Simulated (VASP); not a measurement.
Wanted: the native input for a VASP 6.6.1 run.

```
Task                   : single point
Functional             : r2SCAN
Potentials or basis    : VASP PAW PBE potentials, release 64 (Cs_sv, Cl)
Cutoff                 : 520 eV
k mesh                 : 6 × 6 × 6
Occupations            : gaussian, width 0.1 eV
Spin                   : no spin polarisation
Dipole correction      : no
Further INCAR settings : ALGO = Normal; EDIFF = 1e-06; NBANDS = 28
```

The system is Cs3Cl2.

```xyz
5
Lattice="5.9959 0.0000 0.0000 -2.9980 5.1926 0.0000 0.0000 0.0000 7.0895" Properties=species:S:1:pos:R:3 pbc="T T T"
Cs    0.0000    0.0000    0.0000
Cs    0.0000    3.4618    4.7890
Cs    2.9980    1.7309    2.3005
Cl    0.0000    3.4618    1.1951
Cl    2.9980    1.7309    5.8944
```

One way to write it, as run:

POSCAR

```
Cs3Cl2
1.0
    5.9959368868      0.0000000000      0.0000000000
   -2.9979684434      5.1926336635      0.0000000000
    0.0000000000      0.0000000000      7.0895251727
Cs Cl
3 2
Direct
    0.0000000000      0.0000000000      0.0000000000
    0.3333333333      0.6666666667      0.6755017625
    0.6666666667      0.3333333333      0.3244982375
    0.3333333333      0.6666666667      0.1685728392
    0.6666666667      0.3333333333      0.8314271608
```

INCAR.step1

```
ALGO = Normal
EDIFF = 1E-4
ENCUT = 520
GGA = PE
ISMEAR = 0
LASPH = T
LCHARG = F
LREAL = F
LWAVE = T
NBANDS = 28
NELM = 80
PREC = Accurate
SIGMA = 0.1
```

INCAR.step2

```
ALGO = Normal
EDIFF = 1E-6
ENCUT = 520
ISIF = 2
ISMEAR = 0
ISTART = 1
LASPH = T
LCHARG = F
LMIXTAU = T
LREAL = F
LWAVE = F
METAGGA = R2SCAN
NBANDS = 28
NELM = 80
PREC = Accurate
SIGMA = 0.1
```

KPOINTS

```
k-points
0
Gamma
  6 6 6
```

Potentials or basis: VASP PAW PBE potentials, release 64 (Cs_sv, Cl).

Run with:

```bash
$ cat potpaw_PBE.64/Cs_sv/POTCAR potpaw_PBE.64/Cl/POTCAR > POTCAR
$ cp INCAR.step1 INCAR
$ mpirun -np 1 vasp_std > vasp.out
$ cp INCAR.step2 INCAR
$ mpirun -np 1 vasp_std > vasp.out
```

Results of the run:

```json
{
  "Pressure": "0.0 GPa",
  "Largest force": "0.004 eV/Å",
  "Band gap on the k mesh": "zero (an odd number of electrons rules out a gap without spin polarisation)"
}
```

Caveat: the PAW data sets were made with another functional, which shifts forces and pressure a little; spin-orbit coupling is left out, which moves the levels of the heavy elements.

Run time: 26 min on 1 thread of Oxide Virtual Turin-like Processor (shared host), peak memory 0.44 GiB.
